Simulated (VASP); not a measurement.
# Al (Fm-3m) in VASP: notebook

Al is run at these levels: r2SCAN; tasks: single point.

Program: VASP 6.6.1. These are calculated values, not measurements. Logs are shortened: lines on timing, memory, paths and dates and some standing lists are left out, and cuts for length are marked.

### Step 1. The cell of the first run

It takes space group Fm-3m (No. 225, cubic). The conventional cell has a = 4.032 Å, b = 4.032 Å, c = 4.032 Å, α = 90.00°, β = 90.00°, γ = 90.00°. Within 3.8 Å of Al (site symmetry m-3m) lie 12 Al at 2.85 Å.

### Step 2. Single point, r2SCAN (volume scaled by 1.03)

POSCAR

```
Al
1.0
    0.0000000000      2.0157667560      2.0157667560
    2.0157667560      0.0000000000      2.0157667560
    2.0157667560      2.0157667560      0.0000000000
Al
1
Direct
    0.0000000000      0.0000000000      0.0000000000
```

INCAR.step1

```
SYSTEM = Al
PREC = Accurate
ENCUT = 520
ISMEAR = 0
SIGMA = 0.1
LREAL = .False.
LASPH = .True.
NELM = 60
NBANDS = 8
GGA = PE
ALGO = Normal
EDIFF = 1E-4
LWAVE = .True.
LCHARG = .False.
```

INCAR.step2

```
SYSTEM = Al
PREC = Accurate
ENCUT = 520
EDIFF = 1E-6
ISMEAR = 0
SIGMA = 0.1
LREAL = .False.
LASPH = .True.
NELM = 60
ALGO = Normal
ISIF = 2
LWAVE = .False.
LCHARG = .False.
METAGGA = R2SCAN
LMIXTAU = .True.
NBANDS = 8
ISTART = 1
```

KPOINTS

```
regular mesh
0
Gamma
  18 18 18
  0 0 0
```

Potentials or basis: VASP PAW PBE potentials, release 64 (Al).

Started as:

```
$ cat potpaw_PBE.64/Al/POTCAR > POTCAR
$ cp INCAR.step1 INCAR
$ mpirun -np 1 vasp_std > vasp.out
$ cp INCAR.step2 INCAR
$ mpirun -np 1 vasp_std > vasp.out
```

OUTCAR:

```text
SYSTEM = Al
   PREC = Accurate
   ENCUT = 520
   EDIFF = 1E-6
   ISMEAR = 0
   LREAL = .False.
   LASPH = .True.
   NELM = 60
   ISIF = 2
   METAGGA = R2SCAN
   ISTART = 1

 ion  position               nearest neighbor table
   1  0.000  0.000  0.000-

  LATTYP: Found a face centered cubic cell.
 ALAT       =     4.0315335120

  Lattice vectors:

 A1 = (   0.0000000000,   2.0157667560,   2.0157667560)
 A2 = (   2.0157667560,   0.0000000000,   2.0157667560)
 A3 = (   2.0157667560,   2.0157667560,   0.0000000000)

Analysis of symmetry for initial positions (statically):
=====================================================================
 Subroutine PRICEL returns:
 Original cell was already a primitive cell.

 Routine SETGRP: Setting up the symmetry group for a
 face centered cubic supercell.

 Subroutine GETGRP returns: Found 48 space group operations
 (whereof 48 operations were pure point group operations)
 out of a pool of 48 trial point group operations.

The static configuration has the point symmetry O_h .

Analysis of symmetry for dynamics (positions and initial velocities):
=====================================================================
 Subroutine PRICEL returns:
 Original cell was already a primitive cell.

 Routine SETGRP: Setting up the symmetry group for a
 face centered cubic supercell.

 Subroutine GETGRP returns: Found 48 space group operations
 (whereof 48 operations were pure point group operations)
 out of a pool of 48 trial point group operations.

The dynamic configuration has the point symmetry O_h .

 Subroutine INISYM returns: Found 48 space group operations
 (whereof 48 operations are pure point group operations),
 and found     1 'primitive' translations

----------------------------------------------------------------------------------------

                                     Primitive cell

  volume of cell :      16.3814

  direct lattice vectors                    reciprocal lattice vectors
     0.000000000  2.015766756  2.015766756    -0.248044571  0.248044571  0.248044571
     2.015766756  0.000000000  2.015766756     0.248044571 -0.248044571  0.248044571
     2.015766756  2.015766756  0.000000000     0.248044571  0.248044571 -0.248044571

  length of vectors
     2.850724685  2.850724685  2.850724685     0.429625799  0.429625799  0.429625799

  position of ions in fractional coordinates (direct lattice)
     0.000000000  0.000000000  0.000000000

  ion indices of the primitive-cell ions
   primitive index   ion index
                 1           1

----------------------------------------------------------------------------------------

 KPOINTS: regular mesh

Automatic generation of k-mesh.
 Grid dimensions read from file:
 generate k-points for:   18   18   18

 Generating k-lattice:

  Cartesian coordinates                     Fractional coordinates (reciprocal lattice)
    -0.013780254  0.013780254  0.013780254     0.055555556  0.000000000  0.000000000
     0.013780254 -0.013780254  0.013780254     0.000000000  0.055555556  0.000000000
     0.013780254  0.013780254 -0.013780254     0.000000000  0.000000000  0.055555556

  Length of vectors
     0.023868100  0.023868100  0.023868100

  Shift w.r.t. Gamma in fractional coordinates (k-lattice)
     0.000000000  0.000000000  0.000000000

 Subroutine IBZKPT returns following result:
 ===========================================

 Found    195 irreducible k-points:

 Following reciprocal coordinates:
            Coordinates               Weight
  0.000000  0.000000  0.000000      1.000000
  0.055556  0.000000  0.000000      8.000000
  0.111111  0.000000  0.000000      8.000000
  0.166667  0.000000  0.000000      8.000000
  0.222222  0.000000  0.000000      8.000000
  0.277778  0.000000  0.000000      8.000000
[... 16 lines left out ...]
 -0.277778  0.055556  0.000000     24.000000
 -0.222222  0.055556  0.000000     24.000000
 [... further k-points ...]
   k-points           NKPTS =    195   k-points in BZ     NKDIM =    195   number of bands    NBANDS=      8
   number of dos      NEDOS =    301   number of ions     NIONS =      1
   total plane-waves  NPLWV =  13824
   dimension x,y,z NGX =    24 NGY =   24 NGZ =   24
   dimension x,y,z NGXF=    48 NGYF=   48 NGZF=   48
   ions per type =               1
   NGX,Y,Z   is equivalent  to a cutoff of  14.00, 14.00, 14.00 a.u.
   NGXF,Y,Z  is equivalent  to a cutoff of  27.99, 27.99, 27.99 a.u.
 SYSTEM =  Al
   PREC   = accura    normal or accurate (medium, high low for compatibility)
   ISTART =      1    job   : 0-new  1-cont  2-samecut
   ICHARG =      0    charge: 1-file 2-atom 10-const
   ISPIN  =      1    spin polarized calculation?
   LNONCOLLINEAR =      F non collinear calculations
   LSORBIT =      F    spin-orbit coupling
   LASPH  =      T    aspherical Exc in radial PAW
   ENCUT  =  520.0 eV  38.22 Ry    6.18 a.u.   5.30  5.30  5.30*2*pi/ulx,y,z
   NELM   =     60;   NELMIN=  2; NELMDL=  0     # of ELM steps
   EDIFF  = 0.1E-05   stopping-criterion for ELM
   LREAL  =      F    real-space projection
   EDIFFG = 0.1E-04   stopping-criterion for IOM
   NSW    =      0    number of steps for IOM
   IBRION =     -1    ionic relax: 0-MD 1-quasi-New 2-CG
   NFREE  =      0    steps in history (QN), initial steepest desc. (CG)
   ISIF   =      2    stress and relaxation
   ISYM   =      2    0-nonsym 1-usesym 2-fastsym
   POTIM  = 0.5000    time-step for ionic-motion
   TEBEG  =    0.0;   TEEND  =   0.0 temperature during run
   PSTRESS=    0.0 pullay stress
   NELECT =       3.0000    total number of electrons
   NUPDOWN=      -1.0000    fix difference up-down
   EMIN   =  10.00;   EMAX   =-10.00  energy-range for DOS
   EFERMI =   0.00;   METHOD = LEGACY
   ISMEAR =     0;   SIGMA  =   0.10  broadening in eV -4-tet -1-fermi 0-gaus
   EFERMI_NEDOS =   21; number of points for ismear=-14 and -15
   IALGO  =     38    algorithm
   IMIX   =      4    mixing-type and parameters
     AMIX     =   0.40;   BMIX     =  1.00
     AMIX_MAG =   1.60;   BMIX_MAG =  1.00
  volume/ion in A,a.u.               =      16.38       110.55
  Fermi-wavevector in a.u.,A,eV,Ry     =   0.929676  1.756833 11.759482  0.864298
  Thomas-Fermi vector in A             =   2.055984
   LORBIT       =      0    0 simple, 1 ext, 2 COOP (PROOUT), +10 PAW based schemes
   METAGGA = R2SCAN    functional components
   LHFCALC =     F    Hartree Fock is set to
   AEXX    =    0.0000 exact exchange contribution
   IVDW    =     0    specifies the selected vdW correction
   LEPSILON=     F    determine dielectric tensor
   LRPA    =     F    only Hartree local field effects (RPA)
 non-spin polarized calculation
 Gauss-broadening in eV      SIGMA  =   0.10
  energy-cutoff  :      520.00
  volume of cell :       16.38
 maximum number of plane-waves:       459
 NGX is ok and might be reduce to    24
   NGX = 11   NGY = 11   NGZ = 11

 number of electron       3.0000000 magnetization

 Free energy of the ion-electron system (eV)
  ---------------------------------------------------
  ext. energy  EPLUGINS =         0.00000000
  ---------------------------------------------------
  free energy    TOTEN  =        -6.73205974 eV

  energy without entropy =       -6.72933897  energy(sigma->0) =       -6.73069936

 E-fermi :   8.0938     XC(G=0): -10.9330

 val. band max:        8.0836402739   @ k =  -0.3333   0.3889   0.0556
 cond. band min:       8.0969923049   @ k =  -0.2222   0.3889   0.1667
 fundamental gap:      0.0133520309
 Fermi energy:         8.0938016488

 k-point     1 :       0.0000    0.0000    0.0000
  band No.  band energies     occupation
      1      -3.7971      2.00000
      2      21.4551      0.00000
      3      21.4551      0.00000
      4      21.4551      0.00000
      5      23.4121      0.00000
      6      23.4121      0.00000
      7      23.4121      0.00000
      8      25.5065      0.00000

 k-point     2 :       0.0556    0.0000    0.0000
  band No.  band energies     occupation
      1      -3.7075      2.00000
      2      19.9121      0.00000
      3      21.1773      0.00000
      4      21.1773      0.00000
      5      23.8320      0.00000
      6      23.8320      0.00000
      7      23.9179      0.00000
      8      26.4798      0.00000

 k-point     3 :       0.1111    0.0000    0.0000
  band No.  band energies     occupation
      1      -3.4389      2.00000
      2      17.5592      0.00000
      3      20.6794      0.00000
      4      20.6794      0.00000
      5      23.9289      0.00000
      6      24.7308      0.00000
      7      24.7308      0.00000
      8      27.1562      0.00000

 k-point     4 :       0.1667    0.0000    0.0000
  band No.  band energies     occupation
      1      -2.9923      2.00000
      2      15.1789      0.00000
      3      20.2279      0.00000
      4      20.2279      0.00000
      5      23.7353      0.00000
      6      25.3624      0.00000
      7      25.3624      0.00000
      8      26.4583      0.00000

 k-point     5 :       0.2222    0.0000    0.0000
  band No.  band energies     occupation
      1      -2.3695      2.00000
      2      12.8768      0.00000
      3      19.8912      0.00000
      4      19.8912      0.00000
      5      23.5420      0.00000
      6      24.4418      0.00000
      7      24.4418      0.00000
      8      27.5393      0.00000

 k-point     6 :       0.2778    0.0000    0.0000
  band No.  band energies     occupation
      1      -1.5727      2.00000
      2      10.6876      0.00000
      3      19.6893      0.00000
      4      19.6893      0.00000
      5      23.3690      0.00000
      6      23.3690      0.00000
      7      23.4273      0.00000
      8      27.6477      0.00000

 k-point     7 :       0.3333    0.0000    0.0000
  band No.  band energies     occupation
      1      -0.6049      2.00000
      2       8.6288      0.00000
      3      19.6294      0.00000
      4      19.6294      0.00000
      5      22.4038      0.00000
      6      22.4038      0.00000
      7      23.4314      0.00000
      8      26.6594      0.00000
[... 133 lines left out ...]
 k-point    20 :      -0.4444    0.0556    0.0000
  band No.  band energies     occupation
      1       2.3606      2.00000
      2       4.4736      2.00000
      3      18.2699      0.00000
      4      19.5174      0.00000
      5      21.0760      0.00000
      6      21.3811      0.00000
      7      24.7045      0.00000
      8      25.7472      0.00000

 k-point    21 :      -0.3889    0.0556    0.0000
  band No.  band energies     occupation
      1       1.0212      2.00000
      2       6.1785      2.00000
      3      17.9845      0.00000
      4      20.1542      0.00000
      5      21.0945      0.00000
      6      21.7228      0.00000
      7      24.3582      0.00000
      8      26.4240      0.00000

 k-point    22 :      -0.3333    0.0556    0.0000
  band No.  band energies     occupation
      1      -0.1672      2.00000
      2       8.0440      1.51856
      3      17.8516      0.00000
      4      20.8827      0.00000
      5      21.0124      0.00000
      6      22.5132      0.00000
      7      24.1617      0.00000
      8      27.2222      0.00000

 k-point    23 :      -0.2778    0.0556    0.0000
  band No.  band energies     occupation
      1      -1.1906      2.00000
      2      10.0528      0.00000
      3      17.8716      0.00000
      4      20.9417      0.00000
      5      21.8887      0.00000
      6      23.4245      0.00000
      7      24.1224      0.00000
      8      28.0680      0.00000

 k-point    24 :      -0.2222    0.0556    0.0000
  band No.  band energies     occupation
      1      -2.0443      2.00000
      2      12.1927      0.00000
      3      18.0442      0.00000
      4      21.0786      0.00000
      5      22.9557      0.00000
      6      24.0826      0.00000
      7      24.5765      0.00000
      8      26.8888      0.00000

 [... further k-points ...]

------------------------ aborting loop because EDIFF is reached ----------------------------------------

  FORCE on cell =-STRESS in cart. coord.  units (eV):
  Direction    XX          YY          ZZ          XY          YZ          ZX
  --------------------------------------------------------------------------------------
  -------------------------------------------------------------------------------------
  Total       -0.2900525     -0.2900525     -0.2900525      0.0000000      0.0000000     -0.0000000
  in kB      -28.3684978    -28.3684978    -28.3684978      0.0000000      0.0000000     -0.0000000
  external PRESSURE =     -28.3684978 kB  Pullay stress =       0.0000000 kB

 VOLUME and BASIS-vectors are now :
 -----------------------------------------------------------------------------
  energy-cutoff  :      520.00
  volume of cell :       16.38
      direct lattice vectors                 reciprocal lattice vectors
     0.000000000  2.015766756  2.015766756    -0.248044571  0.248044571  0.248044571
     2.015766756  0.000000000  2.015766756     0.248044571 -0.248044571  0.248044571
     2.015766756  2.015766756  0.000000000     0.248044571  0.248044571 -0.248044571

 POSITION                                       TOTAL-FORCE (eV/Angst)
 -----------------------------------------------------------------------------------
      0.00000      0.00000      0.00000        -0.000000     -0.000000     -0.000000
 -----------------------------------------------------------------------------------
    total drift:                                0.000000     -0.000000      0.000000

  FREE ENERGIE OF THE ION-ELECTRON SYSTEM (eV)
  ---------------------------------------------------
  free  energy   TOTEN  =        -6.7320597409 eV

  energy  without entropy=       -6.7293389715  energy(sigma->0) =       -6.73069936
```

Wall time 26 s (1 thread of Intel Xeon 6975P-C (Granite Rapids), shared host); peak memory 0.14 GiB.

Results:

```yaml
Free_energy: -6.7321 eV
Pressure: -2.8 GPa
```

Levels at points of the mesh, in eV from the Fermi level:
| k point | band 1 | band 2 | band 3 | band 4 | band 5 | band 6 |
| --- | --- | --- | --- | --- | --- | --- |
| (0.00, 0.00, 0.00) | -11.89 | 13.36 | 13.36 | 13.36 | 15.32 | 15.32 |
| (0.50, 0.00, 0.00) | -5.03 | -4.54 | 12.11 | 12.11 | 12.39 | 12.39 |
| (0.50, 0.50, 0.00) | -3.18 | -1.65 | 5.46 | 6.03 | 6.03 | 9.98 |

Caveat: the PAW data sets were made with another functional, which shifts forces and pressure a little.

(Part 1 of 2 ends here.)
